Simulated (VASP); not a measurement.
# SiPb (rocksalt type) (Fm-3m) in VASP: density of states with PBE

Aim: the density of states of SiPb (rocksalt type) with PBE.

Everything below comes from runs of VASP 6.6.1. Logs are shortened: lines on timing, memory, paths and dates and some standing lists are left out, and cuts for length are marked.

### Step 1. The cell of the first run

The structure is cubic, space group Fm-3m (No. 225). Conventional cell: a = 5.862 Å, b = 5.862 Å, c = 5.862 Å, α = 90.00°, β = 90.00°, γ = 90.00°. Pb (site symmetry m-3m) has 6 Si at 2.93 Å within 3.9 Å. Within 3.9 Å of Si (site symmetry m-3m) lie 6 Pb at 2.93 Å.

### Step 2. Density of states, PBE

Contents of POSCAR:

```
SiPb
1.0
    0.0000000000      2.9307727570      2.9307727570
    2.9307727570      0.0000000000      2.9307727570
    2.9307727570      2.9307727570      0.0000000000
Pb Si
1 1
Direct
    0.0000000000      0.0000000000      0.0000000000
    0.5000000000      0.5000000000      0.5000000000
```

Contents of INCAR.step1:

```
PREC = Accurate
ENCUT = 520
EDIFF = 1E-6
ISMEAR = -1
SIGMA = 0.05
LREAL = False
LASPH = True
NELM = 60
ALGO = Normal
ISIF = 2
LWAVE = False
LCHARG = True
GGA = PE
NBANDS = 16
```

Contents of KPOINTS.step1:

```
regular mesh
0
Gamma
  13 13 13
```

Contents of INCAR.step2:

```
PREC = Accurate
ENCUT = 520
EDIFF = 1E-6
ISMEAR = -5
SIGMA = 0.05
LREAL = False
LASPH = True
NELM = 60
ALGO = Normal
ISIF = 2
LWAVE = False
LCHARG = False
GGA = PE
LORBIT = 11
NBANDS = 16
NEDOS = 1001
ICHARG = 11
```

Contents of KPOINTS.step2:

```
regular mesh
0
Gamma
  20 20 20
```

Potentials or basis: VASP PAW PBE potentials, release 64 (Pb_d, Si).

Command:

```console
> cat potpaw_PBE.64/Pb_d/POTCAR potpaw_PBE.64/Si/POTCAR > POTCAR
> cp INCAR.step1 INCAR
> cp KPOINTS.step1 KPOINTS
> mpirun -np 1 vasp_std > vasp.out
> cp INCAR.step2 INCAR
> cp KPOINTS.step2 KPOINTS
> mpirun -np 1 vasp_std > vasp.out
```

OUTCAR:

```text
PREC = Accurate
   ENCUT = 520
   EDIFF = 1E-6
   ISMEAR = -5
   LREAL = False
   LASPH = True
   NELM = 60
   ISIF = 2
   GGA = PE
   LORBIT = 11
   ICHARG = 11

 ion  position               nearest neighbor table
   1  0.000  0.000  0.000-   2 2.93   2 2.93   2 2.93   2 2.93   2 2.93   2 2.93
   2  0.500  0.500  0.500-   1 2.93   1 2.93   1 2.93   1 2.93   1 2.93   1 2.93

  LATTYP: Found a face centered cubic cell.
 ALAT       =     5.8615455140

  Lattice vectors:

 A1 = (   0.0000000000,   2.9307727570,   2.9307727570)
 A2 = (   2.9307727570,   0.0000000000,   2.9307727570)
 A3 = (   2.9307727570,   2.9307727570,   0.0000000000)

Analysis of symmetry for initial positions (statically):
=====================================================================
 Subroutine PRICEL returns:
 Original cell was already a primitive cell.

 Routine SETGRP: Setting up the symmetry group for a
 face centered cubic supercell.

 Subroutine GETGRP returns: Found 48 space group operations
 (whereof 48 operations were pure point group operations)
 out of a pool of 48 trial point group operations.

The static configuration has the point symmetry O_h .

Analysis of symmetry for dynamics (positions and initial velocities):
=====================================================================
 Subroutine PRICEL returns:
 Original cell was already a primitive cell.

 Routine SETGRP: Setting up the symmetry group for a
 face centered cubic supercell.

 Subroutine GETGRP returns: Found 48 space group operations
 (whereof 48 operations were pure point group operations)
 out of a pool of 48 trial point group operations.

The dynamic configuration has the point symmetry O_h .

 Subroutine INISYM returns: Found 48 space group operations
 (whereof 48 operations are pure point group operations),
 and found     1 'primitive' translations

----------------------------------------------------------------------------------------

                                     Primitive cell

  volume of cell :      50.3473

  direct lattice vectors                    reciprocal lattice vectors
     0.000000000  2.930772757  2.930772757    -0.170603469  0.170603469  0.170603469
     2.930772757  0.000000000  2.930772757     0.170603469 -0.170603469  0.170603469
     2.930772757  2.930772757  0.000000000     0.170603469  0.170603469 -0.170603469

  length of vectors
[... 88 lines left out ...]
   IBRION =     -1    ionic relax: 0-MD 1-quasi-New 2-CG
   NFREE  =      0    steps in history (QN), initial steepest desc. (CG)
   ISIF   =      2    stress and relaxation
   ISYM   =      2    0-nonsym 1-usesym 2-fastsym
   POTIM  = 0.5000    time-step for ionic-motion
   TEBEG  =    0.0;   TEEND  =   0.0 temperature during run
   PSTRESS=    0.0 pullay stress
   NELECT =      18.0000    total number of electrons
   NUPDOWN=      -1.0000    fix difference up-down
   EMIN   =  10.00;   EMAX   =-10.00  energy-range for DOS
   EFERMI =   0.00;   METHOD = LEGACY
   ISMEAR =    -5;   SIGMA  =   0.05  broadening in eV -4-tet -1-fermi 0-gaus
   EFERMI_NEDOS =   21; number of points for ismear=-14 and -15
   IALGO  =     38    algorithm
   IMIX   =      4    mixing-type and parameters
     AMIX     =   0.40;   BMIX     =  1.00
     AMIX_MAG =   1.60;   BMIX_MAG =  1.00
  volume/ion in A,a.u.               =      25.17       169.88
  Fermi-wavevector in a.u.,A,eV,Ry     =   1.161913  2.195697 18.368427  1.350041
  Thomas-Fermi vector in A             =   2.298480
   LORBIT       =     11    0 simple, 1 ext, 2 COOP (PROOUT), +10 PAW based schemes
   GGA     = PE    functional components
   LHFCALC =     F    Hartree Fock is set to
   AEXX    =    0.0000 exact exchange contribution
   IVDW    =     0    specifies the selected vdW correction
   LEPSILON=     F    determine dielectric tensor
   LRPA    =     F    only Hartree local field effects (RPA)
 non-spin polarized calculation
 Fermi weights with tetrahedron method with Bloechl corrections
  energy-cutoff  :      520.00
  volume of cell :       50.35
 maximum number of plane-waves:      1380

 number of electron      17.9999998 magnetization

 Free energy of the ion-electron system (eV)
  ---------------------------------------------------
  ext. energy  EPLUGINS =         0.00000000
  ---------------------------------------------------
  free energy    TOTEN  =        -7.89437634 eV

  energy without entropy =       -7.89437634  energy(sigma->0) =       -7.89437634

 E-fermi :   6.5405     XC(G=0):  -9.9733

 val. band max:        6.6121293586   @ k =   0.3500   0.0500   0.0000
 cond. band min:       6.4102713989   @ k =   0.4000   0.1500   0.0000
 fundamental gap:     -0.2018579598
 Fermi energy:         6.5404795192

 k-point     1 :       0.0000    0.0000    0.0000
  band No.  band energies     occupation
      1     -10.1544      2.00000
      2     -10.1544      2.00000
      3     -10.1268      2.00000
      4     -10.1268      2.00000
      5     -10.1268      2.00000
      6      -5.1187      2.00000
[... 433 lines left out ...]
      3     -10.1231      2.00000
      4     -10.0850      2.00000
      5     -10.0815      2.00000
      6      -3.3893      2.00000
[... 8 lines left out ...]
     15      14.9714      0.00000
     16      16.0611      0.00000

 [... further k-points ...]

------------------------ aborting loop because EDIFF is reached ----------------------------------------

  FORCE on cell =-STRESS in cart. coord.  units (eV):
  Direction    XX          YY          ZZ          XY          YZ          ZX
  --------------------------------------------------------------------------------------
  -------------------------------------------------------------------------------------
  Total       -0.0831637     -0.0831637     -0.0831637      0.0000000      0.0000000      0.0000000
  in kB       -2.6464767     -2.6464767     -2.6464767      0.0000000      0.0000000      0.0000000
  external PRESSURE =      -2.6464767 kB  Pullay stress =       0.0000000 kB

 VOLUME and BASIS-vectors are now :
 -----------------------------------------------------------------------------
  energy-cutoff  :      520.00
  volume of cell :       50.35
      direct lattice vectors                 reciprocal lattice vectors
     0.000000000  2.930772757  2.930772757    -0.170603469  0.170603469  0.170603469
     2.930772757  0.000000000  2.930772757     0.170603469 -0.170603469  0.170603469
     2.930772757  2.930772757  0.000000000     0.170603469  0.170603469 -0.170603469

 POSITION                                       TOTAL-FORCE (eV/Angst)
 -----------------------------------------------------------------------------------
      0.00000      0.00000      0.00000         0.000000      0.000000     -0.000000
      2.93077      2.93077      2.93077        -0.000000     -0.000000      0.000000
 -----------------------------------------------------------------------------------
    total drift:                                0.000000     -0.000000     -0.000000

  FREE ENERGIE OF THE ION-ELECTRON SYSTEM (eV)
  ---------------------------------------------------
  free  energy   TOTEN  =        -7.8943763410 eV

  energy  without entropy=       -7.8943763410  energy(sigma->0) =       -7.89437634

 total charge

# of ion       s       p       d       tot
------------------------------------------
    1        1.320   0.852   9.824  11.996
    2        0.861   0.707   0.000   1.568
--------------------------------------------------
tot          2.181   1.559   9.824  13.564
```

Run time: 99 s. Hardware: 1 thread of Intel Xeon Platinum 8375C at 2.90GHz (Ice Lake), shared host; peak memory 0.33 GiB.

What came out:

* Valence electrons inside the program's atomic spheres: Pb 12.00; Si 1.57

Caveat: spin-orbit coupling is left out, which moves the levels of the heavy elements; tetrahedron occupations give inexact forces and stress in metals.
